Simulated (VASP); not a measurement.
# Be2Si in VASP: further runs, part 2 of 2

VASP 6.6.1.

### 5 Relaxation of the atoms, PBE

This run uses another cell than the first one, of 12.27 Å³/atom, 0.990 times its volume.

Input file INCAR:

```
SYSTEM = Be2Si
PREC     = Accurate       ! precision mode
ENCUT    = 520            ! plane-wave cutoff, eV
EDIFF    = 1E-6           ! SCF threshold, eV
ISMEAR   = -1             ! smearing method
SIGMA    = 0.05           ! smearing width, eV
LREAL    = .FALSE.        ! projectors in reciprocal space
LASPH    = .TRUE.         ! aspherical terms in the spheres
NELM     = 100            ! most SCF steps
ALGO     = Fast           ! electronic algorithm
ISIF     = 2              ! what is computed and relaxed
LWAVE    = .FALSE.        ! write WAVECAR
LCHARG   = .FALSE.        ! write CHGCAR
GGA      = PE             ! functional
IBRION   = 2              ! ionic algorithm
NSW      = 60             ! ionic steps
EDIFFG   = -0.01          ! ionic threshold
```

Input file KPOINTS:

```
Automatic mesh
0
G
  7 7 7
  0 0 0
```

Input file POSCAR:

```
Be2Si
1.0
    0.0000000000      2.6400000000      2.6400000000
    2.6400000000      0.0000000000      2.6400000000
    2.6400000000      2.6400000000      0.0000000000
Si Be
1 2
Direct
    0.0000000000      0.0000000000      0.0000000000
    0.2500000000      0.2500000000      0.2500000000
    0.7500000000      0.7500000000      0.7500000000
```

Potentials or basis: VASP PAW PBE potentials, release 64 (Si, Be).

Command:

```bash
cat potpaw_PBE.64/Si/POTCAR potpaw_PBE.64/Be/POTCAR > POTCAR
mpirun -np 1 vasp_std > vasp.out
```

OUTCAR:

```text
SYSTEM = Be2Si
   PREC = Accurate
   ENCUT = 520
   EDIFF = 1E-6
   ISMEAR = -1
   LREAL = .FALSE.
   LASPH = .TRUE.
   NELM = 100
   ISIF = 2
   GGA = PE
   IBRION = 2
   NSW = 60
   EDIFFG = -0.01

 ion  position               nearest neighbor table
   1  0.000  0.000  0.000-   3 2.29   3 2.29   3 2.29   2 2.29   2 2.29   2 2.29   3 2.29   2 2.29

   2  0.250  0.250  0.250-   1 2.29   1 2.29   1 2.29   1 2.29
   3  0.750  0.750  0.750-   1 2.29   1 2.29   1 2.29   1 2.29

  LATTYP: Found a face centered cubic cell.
 ALAT       =     5.2800000000

  Lattice vectors:

 A1 = (   0.0000000000,   2.6400000000,   2.6400000000)
 A2 = (   2.6400000000,   0.0000000000,   2.6400000000)
 A3 = (   2.6400000000,   2.6400000000,   0.0000000000)

Analysis of symmetry for initial positions (statically):
=====================================================================
 Subroutine PRICEL returns:
 Original cell was already a primitive cell.

 Routine SETGRP: Setting up the symmetry group for a
 face centered cubic supercell.

 Subroutine GETGRP returns: Found 48 space group operations
[... 170 lines left out ...]
 k-point     1 :       0.0000    0.0000    0.0000
  band No.  band energies     occupation
      1      -5.3597      2.00000
      2       7.0925      0.00030
      3       7.0925      0.00030
      4       7.0925      0.00030
      5       7.5003      0.00000
      6       7.5003      0.00000
      7       7.5003      0.00000
      8      12.7693      0.00000
[... 199 lines left out ...]
 k-point    20 :      -0.2857    0.4286    0.1429
  band No.  band energies     occupation
      1      -1.9030      2.00000
      2       0.8814      2.00000
      3       0.9966      2.00000
      4       2.5330      2.00000
      5       8.6213      0.00000
      6      10.7705      0.00000
      7      11.3662      0.00000
      8      12.5977      0.00000

------------------------ aborting loop because EDIFF is reached ----------------------------------------

  FORCE on cell =-STRESS in cart. coord.  units (eV):
  Direction    XX          YY          ZZ          XY          YZ          ZX
  --------------------------------------------------------------------------------------
  -------------------------------------------------------------------------------------
  Total        0.0594156      0.0594156      0.0594156     -0.0000000     -0.0000000      0.0000000
  in kB        2.5868382      2.5868382      2.5868382     -0.0000000     -0.0000000      0.0000000
  external PRESSURE =       2.5868382 kB  Pullay stress =       0.0000000 kB

 VOLUME and BASIS-vectors are now :
 -----------------------------------------------------------------------------
  energy-cutoff  :      520.00
  volume of cell :       36.80
      direct lattice vectors                 reciprocal lattice vectors
     0.000000000  2.640000000  2.640000000    -0.189393939  0.189393939  0.189393939
     2.640000000  0.000000000  2.640000000     0.189393939 -0.189393939  0.189393939
     2.640000000  2.640000000  0.000000000     0.189393939  0.189393939 -0.189393939

 POSITION                                       TOTAL-FORCE (eV/Angst)
 -----------------------------------------------------------------------------------
      0.00000      0.00000      0.00000         0.000000     -0.000000     -0.000000
      1.32000      1.32000      1.32000         0.000000     -0.000000     -0.000000
      3.96000      3.96000      3.96000        -0.000000      0.000000      0.000000
 -----------------------------------------------------------------------------------
    total drift:                               -0.000000      0.000000     -0.000000

  FREE ENERGIE OF THE ION-ELECTRON SYSTEM (eV)
  ---------------------------------------------------
  free  energy   TOTEN  =       -12.2363573230 eV

  energy  without entropy=      -12.2316215382  energy(sigma->0) =      -12.23398943

 reached required accuracy - stopping structural energy minimisation
```

CONTCAR:

```text
Be2Si
   1.00000000000000
     0.0000000000000000    2.6400000000000001    2.6400000000000001
     2.6400000000000001    0.0000000000000000    2.6400000000000001
     2.6400000000000001    2.6400000000000001    0.0000000000000000
  Si              Be
     1     2
Direct
     0.0000000000000000    0.0000000000000000    0.0000000000000000
     0.2500000000000000    0.2500000000000000    0.2500000000000000
     0.7500000000000000    0.7500000000000000    0.7500000000000000

  0.00000000E+00  0.00000000E+00  0.00000000E+00
  0.00000000E+00  0.00000000E+00  0.00000000E+00
  0.00000000E+00  0.00000000E+00  0.00000000E+00
```

Run time: 9.8 s. Hardware: 1 thread of AMD EPYC 7R43 (Zen 3), shared host; peak memory 0.11 GiB.

What came out:

* Free energy: -12.2364 eV
* Pressure after relaxing: 0.3 GPa
* Band gap on the k mesh: zero (band 4 reaches 7.09 eV, above the bottom of band 5 at 6.49 eV)

Final structure:
```
Si Be
1.0
     0.00000    2.64000    2.64000
     2.64000    0.00000    2.64000
     2.64000    2.64000    0.00000
Si Be
1 2
Cartesian
  0.0000 0.0000 0.0000
  1.3200 1.3200 1.3200
  3.9600 3.9600 3.9600
```

Caveat: the relaxation stopped at its first step, so nothing moved.

### 6 Summary

```tsv
task	cell	gap on the mesh (eV)	pressure (GPa)
single point	a = 3.752, b = 3.752, c = 3.734 Å, angles 60.2, 60.2, 59.7°, 3 atoms	none	-0.7
single point	a = 3.771, b = 3.771, c = 3.734 Å, angles 60.3, 60.3, 59.3°, 3 atoms	none	-1.7
single point	a = 3.809, b = 3.809, c = 3.734 Å, angles 60.7, 60.7, 58.7°, 3 atoms	none	-3.5
relaxation of the atoms	atoms relaxed from a = 3.734 Å, angles 60.0°, 3 atoms	none	0.3
```

Alike in all rows: level PBE; potentials or basis VASP PAW PBE potentials, release 64 (Si, Be); no spin polarisation; k mesh 7 × 7 × 7; cutoff (eV) 520; smearing fermi-dirac 0.05 eV.

Caveats: the relaxation stopped at its first step, so nothing moved (some runs).

Absolute energies hang on the potentials; compare differences alone.
